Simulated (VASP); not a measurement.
Set up this calculation in VASP 6.6.1, as the native input.

```yaml
Task: single point
Functional: PBE
Potentials_or_basis: VASP PAW PBE potentials, release 64 (K_sv, Ta_pv, O)
Cutoff: 520 eV
k_mesh: 2 × 2 × 2
Occupations: gaussian, width 0.15 eV
Spin: no spin polarisation
Dipole_correction: no
Further_INCAR_settings: ALGO = Normal; EDIFF = 1e-06; NBANDS = 37
```

The structure of K3TaO3 lies in POSCAR:

```
K3TaO3
1.0
    3.9693517610      2.2917063077      3.4090328528
   -3.9693517610      2.2917063077      3.4090328528
    0.0000000000     -4.5834126155      3.4090328528
K Ta O
3 1 3
Direct
    0.7540945865      0.2694422909      0.7540945865
    0.7540945865      0.7540945865      0.2694422909
    0.2694422909      0.7540945865      0.7540945865
    0.2968414266      0.2968414266      0.2968414266
    0.4638461298      1.0666156099      0.4638461298
    0.4638461298      0.4638461298      1.0666156099
    1.0666156099      0.4638461298      0.4638461298
```

The cell was built from a structure type or drawn by symmetry, and may not be a known phase.

The input as run:

INCAR

```
SYSTEM = K3TaO3
ALGO = Normal
EDIFF = 1E-6
ENCUT = 520
GGA = PE
ISIF = 2
ISMEAR = 0
LASPH = .TRUE.
LCHARG = .FALSE.
LREAL = .FALSE.
LWAVE = .FALSE.
NBANDS = 37
NELM = 80
PREC = Accurate
SIGMA = 0.15
```

KPOINTS

```
k-points
0
G
  2 2 2
  0 0 0
```

Potentials or basis: VASP PAW PBE potentials, release 64 (K_sv, Ta_pv, O).

Run with:

```console
$ cat potpaw_PBE.64/K_sv/POTCAR potpaw_PBE.64/Ta_pv/POTCAR potpaw_PBE.64/O/POTCAR > POTCAR
$ mpirun -np 1 vasp_std > vasp.out
```

Results of the run:

| Property | Result |
| --- | --- |
| Pressure | 0.7 GPa |
| Largest force | 0.235 eV/Å |
| Band gap on the k mesh | 1.21 eV (least direct gap 1.44 eV) |

Caveat: the k points lie up to 0.55 Å⁻¹ apart; spin-orbit coupling is left out, which moves the levels of the heavy elements.

Wall time 28 s on 1 thread of Intel(R) Xeon(R) 6975P-C (Granite Rapids) (shared host), peak memory 0.25 GiB.
